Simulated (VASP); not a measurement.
A run of VASP 6.6.1 is set up as follows.

Contents of INCAR:

```
PREC = Accurate
ENCUT = 600
EDIFF = 1E-7
ISMEAR = 0
SIGMA = 0.05
LREAL = False
LASPH = True
NELM = 100
ALGO = Normal
ISIF = 4
LWAVE = False
LCHARG = False
GGA = PS
IBRION = 2
NSW = 60
EDIFFG = -0.01
```

File KPOINTS:

```
Automatic mesh
0
Gamma
  12 12 6
```

Contents of POSCAR:

```
ZrC
1.0
    3.2268858769      0.0000000000      0.0000000000
   -1.6134429385      2.7945651445      0.0000000000
    0.0000000000      0.0000000000      5.7209693224
Zr C
2 2
Direct
    0.0000000000      0.0000000000      0.0000000000
    0.0000000000      0.0000000000      0.5000000000
    0.3333333333      0.6666666667      0.2500000000
    0.6666666667      0.3333333333      0.7500000000
```

Potentials or basis: VASP PAW PBE potentials, release 64 (Zr_sv, C).

Launch:

```sh
$ cat potpaw_PBE.64/Zr_sv/POTCAR potpaw_PBE.64/C/POTCAR > POTCAR
$ mpirun -np 1 vasp_std > vasp.out
```

(1) Estimate the band gap on the k mesh.

Results:

(1) zero (band 16 reaches 10.84 eV, above the bottom of band 17 at 9.23 eV).
